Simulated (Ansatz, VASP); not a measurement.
**Two plane-wave programs on CdSe**

```xyz
2
Lattice="0.0229 3.0035 2.9919 3.0399 -0.0148 3.0296 3.1148 3.1160 -0.0896" Properties=species:S:1:pos:R:3 pbc="T T T"
Cd    0.1880    2.9617    2.8233
Se    4.7106    4.5698    4.2369
```

Alike in both runs: task single point; functional PBE; k mesh 4 × 4 × 4; no spin polarisation.

|  | VASP | Ansatz |
| --- | --- | --- |
| version | VASP 6.6.1 | Ansatz 0.2.0 |
| potentials or method | VASP PAW PBE potentials, release 64 (Cd, Se), cutoff 520 eV | plane waves, PAW |
| occupations | gaussian, width 0.01 eV | fixed |
| valence electrons in the cell | 18 | 36 |

```csv
,VASP,Ansatz,Ansatz less VASP
pressure (GPa),2.5,2.1,-0.30
"traceless stress, the component that is largest in VASP (GPa)",-2.22,-2.15,+0.067
rms of the force components (eV/Å),0.340,0.329,-0.0107
```

Atom by atom the forces differ by 0.011 eV/Å (rms over components). VASP's potentials hold 18 valence electrons a cell and Ansatz's 36, so a difference there can come from the potentials and not from the codes. Ansatz's warnings: stress scf threshold loose.

The k mesh is coarse, so the values compare programs but aren't converged.
